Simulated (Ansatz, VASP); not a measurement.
One calculation of CdSe, two programs

The input INCAR:

```
SYSTEM = CdSe
PREC = Accurate
ENCUT = 520
EDIFF = 1E-6
ISMEAR = -1
SIGMA = 0.03
LREAL = .FALSE.
LASPH = .TRUE.
NELM = 80
ALGO = Normal
ISIF = 2
LWAVE = .FALSE.
LCHARG = .FALSE.
GGA = PE
NBANDS = 16
```

File KPOINTS:

```
regular mesh
0
G
  8 8 8
  0 0 0
```

The input POSCAR:

```
CdSe
1.0
    0.0000000000      3.0702711986      3.0702711986
    3.0702711986      0.0000000000      3.0702711986
    3.0702711986      3.0702711986      0.0000000000
Cd Se
1 1
Direct
    0.0000000000      0.0000000000      0.0000000000
    0.2500000000      0.2500000000      0.2500000000
```

Input for Ansatz:

```yaml
crystal:
  lattice:
    - [0.0, 3.0702711986, 3.0702711986]
    - [3.0702711986, 0.0, 3.0702711986]
    - [3.0702711986, 3.0702711986, 0.0]
  atoms:
    - { symbol: Cd, position: [0.0, 0.0, 0.0] }
    - { symbol: Se, position: [0.25, 0.25, 0.25] }
kpoints:
  mp_grid: { grid: [8, 8, 8] }
  band_path:
    path:
      - [0.0, 0.0, 0.0]
      - [-0.5, -0.5, 0.0]
      - [-0.375, -0.375, 0.25]
      - [-0.375, 0.0, 0.375]
      - [0.0, 0.0, 0.0]
      - [0.0, 0.0, 0.5]
      - [-0.5, -0.25, 0.25]
      - [-0.5, -0.5, 0.0]
    npoints: 14
scf:
  occupations: { method: fermi_dirac, width: 0.03 }
hamiltonian:
  xc: pbe
  pseudopotentials: { kind: all_electron, lapw: { basis_error: 0.001 } }
output:
  forces: true
  stress: true
  eigenvalues: true
  fatbands: true
  populations: true
  dos: { projected: true, de: 0.2, e_range: [-14, 8] }
```

Alike in both runs: task single point; functional PBE; k mesh 8 × 8 × 8; occupations fermi-dirac, width 0.03 eV; no spin polarisation.

|  | VASP | Ansatz |
| --- | --- | --- |
| version | VASP 6.6.1 | Ansatz 0.2.0 |
| potentials or method | VASP PAW PBE potentials, release 64 (Cd, Se), cutoff 520 eV | all-electron LAPW, scalar-relativistic |

Ansatz gave:

- pressure (GPa): 1.3

Problem. Which values does VASP return?

Solution. Pressure (GPa): 1.6.

Ansatz ran all-electron here, and VASP with PAW potentials.
